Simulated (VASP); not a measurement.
# ZrB2 (R-3m) in VASP: further runs

The runs below take ZrB2 through single point, relaxation of cell and atoms, with PBE.

All numbers are computed with VASP 6.6.1; they aren't measurements. Logs are shortened: lines on timing, memory, paths and dates and some standing lists are left out, and cuts for length are marked.

### 1 The cell of the first run

It takes space group R-3m (No. 166, trigonal). The conventional cell has a = 4.641 Å, b = 4.641 Å, c = 11.643 Å, α = 90.00°, β = 90.00°, γ = 120.00°. Within 2.1 Å of Zr (site symmetry 3m) lie 1 B at 1.61 Å. B (site symmetry -3m) has 8 Zr at 2.57 to 2.98 Å and 12 B at 2.70 to 3.31 Å within 3.4 Å. Within 2.2 Å of B (site symmetry -3m) lie 2 B at 1.64 Å. B (site symmetry 3m) has 1 Zr at 1.61 Å and 1 B at 1.64 Å within 2.1 Å.

### 2 Single point, PBE

INCAR

```
SYSTEM = ZrB2
  PREC = Accurate
  ENCUT = 520
  EDIFF = 1E-7
  ISMEAR = 0
  SIGMA = 0.1
  LREAL = .FALSE.
  LASPH = .TRUE.
  NELM = 60
  ALGO = Normal
  ISIF = 2
  LWAVE = .FALSE.
  LCHARG = .FALSE.
  GGA = PE
  NBANDS = 27
```

KPOINTS

```
regular mesh
0
G
  6 6 6
  0 0 0
```

POSCAR

```
ZrB2
1.0
    2.3206952600      1.3398540400      3.8810229600
   -2.3206952600      1.3398540400      3.8810229600
    0.0000000000     -2.6797080700      3.8810229600
Zr B
2 4
Direct
    0.2795883000      0.2795883000      0.2795883000
    0.7204117000      0.7204117000      0.7204117000
    0.5000000000      0.5000000000      0.5000000000
    0.0000000000      0.0000000000      0.0000000000
    0.1409731300      0.1409731300      0.1409731300
    0.8590268700      0.8590268700      0.8590268700
```

Potentials or basis: VASP PAW PBE potentials, release 64 (Zr_sv, B).

Launch:

```console
$ cat potpaw_PBE.64/Zr_sv/POTCAR potpaw_PBE.64/B/POTCAR > POTCAR
$ mpirun -np 1 vasp_std > vasp.out
```

OUTCAR:

```text
SYSTEM = ZrB2
   PREC = Accurate
   ENCUT = 520
   EDIFF = 1E-7
   ISMEAR = 0
   LREAL = .FALSE.
   LASPH = .TRUE.
   NELM = 60
   ISIF = 2
   GGA = PE

 ion  position               nearest neighbor table
   1  0.280  0.280  0.280-   5 1.61   3 2.57   4 2.75   4 2.75   4 2.75   6 2.87   6 2.87   6 2.87
                             2 2.96   2 2.96   2 2.96   3 2.98   3 2.98   3 2.98   2 3.75   2 3.75
   2  0.720  0.720  0.720-   6 1.61   3 2.57   4 2.75   4 2.75   4 2.75   5 2.87   5 2.87   5 2.87
                             1 2.96   1 2.96   1 2.96   3 2.98   3 2.98   3 2.98   1 3.75   1 3.75
   3  0.500  0.500  0.500-   1 2.57   2 2.57   1 2.98   1 2.98   2 2.98   2 2.98   1 2.98   2 2.98

   4  0.000  0.000  0.000-   5 1.64   6 1.64   2 2.75   2 2.75   1 2.75   1 2.75   2 2.75   1 2.75

   5  0.141  0.141  0.141-   1 1.61   4 1.64   2 2.87   2 2.87   2 2.87
   6  0.859  0.859  0.859-   2 1.61   4 1.64   1 2.87   1 2.87   1 2.87

  LATTYP: Found a trigonal (rhomboedric) cell.
 ALAT       =     4.7162670147
 COS(alpha) =     0.5157501913

  Lattice vectors:

 A1 = (   2.3206952600,   1.3398540400,   3.8810229600)
 A2 = (  -2.3206952600,   1.3398540400,   3.8810229600)
 A3 = (   0.0000000000,  -2.6797080700,   3.8810229600)

Analysis of symmetry for initial positions (statically):
=====================================================================
 Subroutine PRICEL returns:
 Original cell was already a primitive cell.

 Routine SETGRP: Setting up the symmetry group for a
 trigonal (rhombohedral) supercell.

 Subroutine GETGRP returns: Found 12 space group operations
 (whereof 12 operations were pure point group operations)
 out of a pool of 12 trial point group operations.

The static configuration has the point symmetry D_3d.

Analysis of symmetry for dynamics (positions and initial velocities):
=====================================================================
 Subroutine PRICEL returns:
 Original cell was already a primitive cell.

 Routine SETGRP: Setting up the symmetry group for a
 trigonal (rhombohedral) supercell.

 Subroutine GETGRP returns: Found 12 space group operations
 (whereof 12 operations were pure point group operations)
 out of a pool of 12 trial point group operations.

The dynamic configuration has the point symmetry D_3d.

 Subroutine INISYM returns: Found 12 space group operations
 (whereof 12 operations are pure point group operations),
 and found     1 'primitive' translations

----------------------------------------------------------------------------------------

                                     Primitive cell

  volume of cell :      72.4058

  direct lattice vectors                    reciprocal lattice vectors
     2.320695260  1.339854040  3.881022960     0.215452674  0.124391659  0.085888008
    -2.320695260  1.339854040  3.881022960    -0.215452674  0.124391659  0.085888008
     0.000000000 -2.679708070  3.881022960     0.000000000 -0.248783318  0.085888009

  length of vectors
     4.716267015  4.716267015  4.716267015     0.263191736  0.263191736  0.263191735

  position of ions in fractional coordinates (direct lattice)
     0.279588300  0.279588300  0.279588300
     0.720411700  0.720411700  0.720411700
     0.500000000  0.500000000  0.500000000
     0.000000000  0.000000000  0.000000000
     0.140973130  0.140973130  0.140973130
     0.859026870  0.859026870  0.859026870

  ion indices of the primitive-cell ions
   primitive index   ion index
                 1           1
                 2           2
                 3           3
                 4           4
                 5           5
                 6           6

----------------------------------------------------------------------------------------

 KPOINTS: regular mesh

Automatic generation of k-mesh.
 Grid dimensions read from file:
 generate k-points for:    6    6    6

 Generating k-lattice:

  Cartesian coordinates                     Fractional coordinates (reciprocal lattice)
     0.035908779  0.020731943  0.014314668     0.166666667 -0.000000000  0.000000000
    -0.035908779  0.020731943  0.014314668    -0.000000000  0.166666667  0.000000000
     0.000000000 -0.041463886  0.014314668     0.000000000  0.000000000  0.166666667

  Length of vectors
     0.043865289  0.043865289  0.043865289

  Shift w.r.t. Gamma in fractional coordinates (k-lattice)
     0.000000000  0.000000000  0.000000000

 Subroutine IBZKPT returns following result:
 ===========================================

 Found     32 irreducible k-points:

 Following reciprocal coordinates:
            Coordinates               Weight
  0.000000  0.000000  0.000000      1.000000
  0.166667 -0.000000 -0.000000      6.000000
  0.333333 -0.000000 -0.000000      6.000000
  0.500000  0.000000 -0.000000      3.000000
  0.166667  0.166667 -0.000000      6.000000
  0.333333  0.166667  0.000000     12.000000
[... 16 lines left out ...]
  0.500000  0.500000  0.166667      6.000000
 -0.333333  0.500000  0.166667     12.000000
 [... further k-points ...]
   k-points           NKPTS =     32   k-points in BZ     NKDIM =     32   number of bands    NBANDS=     27
   number of dos      NEDOS =    301   number of ions     NIONS =      6
   total plane-waves  NPLWV =  46656
   dimension x,y,z NGX =    36 NGY =   36 NGZ =   36
   dimension x,y,z NGXF=    72 NGYF=   72 NGZF=   72
   ions per type =               2   4
   NGX,Y,Z   is equivalent  to a cutoff of  12.69, 12.69, 12.69 a.u.
   NGXF,Y,Z  is equivalent  to a cutoff of  25.38, 25.38, 25.38 a.u.
 SYSTEM =  ZrB2
   PREC   = accura    normal or accurate (medium, high low for compatibility)
   ISTART =      0    job   : 0-new  1-cont  2-samecut
   ICHARG =      2    charge: 1-file 2-atom 10-const
   ISPIN  =      1    spin polarized calculation?
   LNONCOLLINEAR =      F non collinear calculations
   LSORBIT =      F    spin-orbit coupling
   LASPH  =      T    aspherical Exc in radial PAW
   ENCUT  =  520.0 eV  38.22 Ry    6.18 a.u.   8.77  8.77  8.77*2*pi/ulx,y,z
   NELM   =     60;   NELMIN=  2; NELMDL= -5     # of ELM steps
   EDIFF  = 0.1E-06   stopping-criterion for ELM
   LREAL  =      F    real-space projection
   EDIFFG = 0.1E-05   stopping-criterion for IOM
   NSW    =      0    number of steps for IOM
   IBRION =     -1    ionic relax: 0-MD 1-quasi-New 2-CG
   NFREE  =      0    steps in history (QN), initial steepest desc. (CG)
   ISIF   =      2    stress and relaxation
   ISYM   =      2    0-nonsym 1-usesym 2-fastsym
   POTIM  = 0.5000    time-step for ionic-motion
   TEBEG  =    0.0;   TEEND  =   0.0 temperature during run
   PSTRESS=    0.0 pullay stress
   NELECT =      36.0000    total number of electrons
   NUPDOWN=      -1.0000    fix difference up-down
   EMIN   =  10.00;   EMAX   =-10.00  energy-range for DOS
   EFERMI =   0.00;   METHOD = LEGACY
   ISMEAR =     0;   SIGMA  =   0.10  broadening in eV -4-tet -1-fermi 0-gaus
   EFERMI_NEDOS =   21; number of points for ismear=-14 and -15
   IALGO  =     38    algorithm
   IMIX   =      4    mixing-type and parameters
     AMIX     =   0.40;   BMIX     =  1.00
     AMIX_MAG =   1.60;   BMIX_MAG =  1.00
  volume/ion in A,a.u.               =      12.07        81.44
  Fermi-wavevector in a.u.,A,eV,Ry     =   1.296934  2.450850 22.885524  1.682039
  Thomas-Fermi vector in A             =   2.428359
   LORBIT       =      0    0 simple, 1 ext, 2 COOP (PROOUT), +10 PAW based schemes
   GGA     = PE    functional components
   LHFCALC =     F    Hartree Fock is set to
   AEXX    =    0.0000 exact exchange contribution
   IVDW    =     0    specifies the selected vdW correction
   LEPSILON=     F    determine dielectric tensor
   LRPA    =     F    only Hartree local field effects (RPA)
 non-spin polarized calculation
 Gauss-broadening in eV      SIGMA  =   0.10
  energy-cutoff  :      520.00
  volume of cell :       72.41
 maximum number of plane-waves:      1966
   NGX = 17   NGY = 17   NGZ = 17

 number of electron      36.0000001 magnetization

 Free energy of the ion-electron system (eV)
  ---------------------------------------------------
  ext. energy  EPLUGINS =         0.00000000
  ---------------------------------------------------
  free energy    TOTEN  =       -29.99930784 eV

  energy without entropy =      -29.97173486  energy(sigma->0) =      -29.98552135

 E-fermi :   7.9504     XC(G=0): -11.5202

 val. band max:        7.9367631571   @ k =  -0.3333   0.1667  -0.0000
 cond. band min:       7.9574702420   @ k =   0.3333   0.3333  -0.0000
 fundamental gap:      0.0207070849
 Fermi energy:         7.9503588839

 k-point     1 :       0.0000    0.0000    0.0000
  band No.  band energies     occupation
      1     -40.2965      2.00000
      2     -40.1157      2.00000
      3     -19.3421      2.00000
      4     -19.0704      2.00000
      5     -18.5108      2.00000
      6     -18.5108      2.00000
[... 19 lines left out ...]
     26      12.9506      0.00000
     27      13.2234      0.00000

 k-point     2 :       0.1667   -0.0000   -0.0000
  band No.  band energies     occupation
      1     -40.2854      2.00000
      2     -40.1267      2.00000
      3     -19.3319      2.00000
      4     -19.1039      2.00000
      5     -18.5134      2.00000
      6     -18.4749      2.00000
[... 19 lines left out ...]
     26      13.5436      0.00000
     27      13.5667      0.00000

 k-point     3 :       0.3333   -0.0000   -0.0000
  band No.  band energies     occupation
      1     -40.2563      2.00000
      2     -40.1555      2.00000
      3     -19.3007      2.00000
      4     -19.1756      2.00000
      5     -18.5187      2.00000
      6     -18.4006      2.00000
[... 19 lines left out ...]
     26      13.3957      0.00000
     27      13.6011      0.00000

 k-point     4 :       0.5000    0.0000   -0.0000
  band No.  band energies     occupation
      1     -40.2315      2.00000
      2     -40.1802      2.00000
      3     -19.2542      2.00000
      4     -19.2401      2.00000
      5     -18.5213      2.00000
      6     -18.3572      2.00000
[... 19 lines left out ...]
     26      13.0772      0.00000
     27      13.6506      0.00000

 k-point     5 :       0.1667    0.1667   -0.0000
  band No.  band energies     occupation
      1     -40.2845      2.00000
      2     -40.1274      2.00000
      3     -19.3314      2.00000
      4     -19.1134      2.00000
      5     -18.5337      2.00000
      6     -18.4488      2.00000
[... 19 lines left out ...]
     26      13.0729      0.00000
     27      13.5681      0.00000

 k-point     6 :       0.3333    0.1667    0.0000
  band No.  band energies     occupation
      1     -40.2640      2.00000
      2     -40.1477      2.00000
      3     -19.3146      2.00000
      4     -19.1723      2.00000
      5     -18.5500      2.00000
      6     -18.3825      2.00000
[... 444 lines left out ...]
      1     -40.2312      2.00000
      2     -40.1800      2.00000
      3     -19.2764      2.00000
      4     -19.2709      2.00000
      5     -18.5752      2.00000
      6     -18.3209      2.00000
[... 19 lines left out ...]
     26      12.5998      0.00000
     27      13.2557      0.00000

 k-point    22 :      -0.1667    0.3333    0.1667
  band No.  band energies     occupation
      1     -40.2359      2.00000
      2     -40.1756      2.00000
      3     -19.3034      2.00000
      4     -19.2273      2.00000
      5     -18.5840      2.00000
      6     -18.2962      2.00000
[... 19 lines left out ...]
     26      13.0591      0.00000
     27      13.7038      0.00000

 k-point    23 :       0.5000    0.5000    0.1667
  band No.  band energies     occupation
      1     -40.2520      2.00000
      2     -40.1591      2.00000
      3     -19.3059      2.00000
      4     -19.2505      2.00000
      5     -18.5696      2.00000
      6     -18.3634      2.00000
[... 19 lines left out ...]
     26      12.4168      0.00000
     27      12.6721      0.00000

 k-point    24 :      -0.3333    0.5000    0.1667
  band No.  band energies     occupation
      1     -40.2324      2.00000
      2     -40.1787      2.00000
      3     -19.2983      2.00000
      4     -19.2715      2.00000
      5     -18.5906      2.00000
      6     -18.3188      2.00000
[... 19 lines left out ...]
     26      12.6535      0.00000
     27      13.0470      0.00000

 [... further k-points ...]
[... 5 lines left out ...]
  --------------------------------------------------------------------------------------
  -------------------------------------------------------------------------------------
  Total       -6.2787047     -6.2787048     57.7567256      0.0000000      0.0000000     -0.0000000
  in kB     -138.9336914   -138.9336921   1278.0271485      0.0000000      0.0000011     -0.0000000
  external PRESSURE =     333.3865883 kB  Pullay stress =       0.0000000 kB

 VOLUME and BASIS-vectors are now :
 -----------------------------------------------------------------------------
  energy-cutoff  :      520.00
  volume of cell :       72.41
      direct lattice vectors                 reciprocal lattice vectors
     2.320695260  1.339854040  3.881022960     0.215452674  0.124391659  0.085888008
    -2.320695260  1.339854040  3.881022960    -0.215452674  0.124391659  0.085888008
     0.000000000 -2.679708070  3.881022960     0.000000000 -0.248783318  0.085888009

 POSITION                                       TOTAL-FORCE (eV/Angst)
 -----------------------------------------------------------------------------------
      0.00000      0.00000      3.25527         0.000000      0.000000     15.946308
      0.00000      0.00000      8.38780         0.000000     -0.000000    -15.946308
      0.00000      0.00000      5.82153         0.000000      0.000000      0.000000
      0.00000      0.00000      0.00000         0.000000     -0.000000      0.000000
      0.00000      0.00000      1.64136         0.000000     -0.000000    -19.619090
      0.00000      0.00000     10.00171         0.000000      0.000000     19.619090
 -----------------------------------------------------------------------------------
    total drift:                                0.000000     -0.000000      0.000000

  FREE ENERGIE OF THE ION-ELECTRON SYSTEM (eV)
  ---------------------------------------------------
  free  energy   TOTEN  =       -29.9993078390 eV

  energy  without entropy=      -29.9717348568  energy(sigma->0) =      -29.98552135
```

Run time: 68 s. Hardware: 1 thread of Intel Xeon Platinum 8259CL at 2.50GHz (Skylake/Cascade Lake), shared host; peak memory 0.22 GiB.

What came out:

| Item | Value |
| --- | --- |
| Free energy | -29.9993 eV |
| Pressure | 33.3 GPa |
| Largest force | 19.619 eV/Å |
| Band gap on the k mesh | zero (band 18 reaches 8.95 eV, above the bottom of band 19 at 6.55 eV) |

Forces on the atoms (eV/Å):
```
Zr    0.000   0.000  15.946
Zr    0.000   0.000 -15.946
B     0.000   0.000   0.000
B     0.000   0.000   0.000
B     0.000   0.000 -19.619
B     0.000   0.000  19.619
```

Caveat: forces of over 1 eV/Å act on the atoms, so gaps and moduli don't describe the material at rest.

### 3 Single point, PBE

This run uses another cell than the first one, of 12.25 Å³/atom, 1.015 times its volume.

INCAR

```
SYSTEM = ZrB2
ALGO = Normal ; EDIFF = 1E-7
ENCUT = 520 ; GGA = PE
ISIF = 2 ; ISMEAR = 0
LASPH = .True. ; LCHARG = .False.
LREAL = .False. ; LWAVE = .False.
NBANDS = 27 ; NELM = 100
PREC = Accurate ; SIGMA = 0.1
```

KPOINTS

```
k-points
0
Gamma
  6 6 6
  0 0 0
```

POSCAR

```
ZrB2
1.0
    1.9892750268      1.1485084745      5.3623905140
   -1.9892750268      1.1485084745      5.3623905140
    0.0000000000     -2.2970169422      5.3623905155
Zr B
2 4
Direct
    0.2452158269      0.2452158269      0.2452158269
    0.7547841731      0.7547841731      0.7547841731
    0.5000000000      0.5000000000      0.5000000000
    0.0000000000      0.0000000000      0.0000000000
    0.1006334765      0.1006334765      0.1006334765
    0.8993665235      0.8993665235      0.8993665235
```

Potentials or basis: VASP PAW PBE potentials, release 64 (Zr_sv, B).

Launch:

```console
$ cat potpaw_PBE.64/Zr_sv/POTCAR potpaw_PBE.64/B/POTCAR > POTCAR
$ mpirun -np 1 vasp_std > vasp.out
```

Run time: 2.1 min. Hardware: 1 thread of Intel Xeon Platinum 8259CL at 2.50GHz (Skylake/Cascade Lake), shared host; peak memory 0.33 GiB.

The run converged. Its results:

- Free energy: -43.1328 eV
- Pressure: 0.1 GPa
- Largest force: 0.013 eV/Å
- Band gap on the k mesh: zero (band 18 reaches 8.96 eV, above the bottom of band 19 at 8.01 eV)

Forces on the atoms (eV/Å):
```
Zr   0.000  0.000  0.013
Zr   0.000  0.000 -0.013
B    0.000  0.000  0.000
B    0.000  0.000  0.000
B    0.000  0.000  0.013
B    0.000  0.000 -0.013
```

Stress tensor (GPa, compression positive):
```
0.10 0.00 0.00
0.00 0.10 0.00
0.00 0.00 0.18
```

Levels at points of the mesh, in eV from the Fermi level:
```
           k point  band 16  band 17  band 18  band 19  band 20  band 21
(0.00, 0.00, 0.00)    -1.98    -0.69     0.55     0.80     0.80     1.06
(0.50, 0.00, 0.00)    -2.71    -2.35     0.29     0.29     0.34     1.21
(0.50, 0.50, 0.00)    -2.26    -0.31    -0.13     0.13     0.16     0.76
(0.50, 0.50, 0.50)    -3.87    -1.07    -0.35    -0.35     0.17     1.05
```

(Continued in part 2 of 2.)
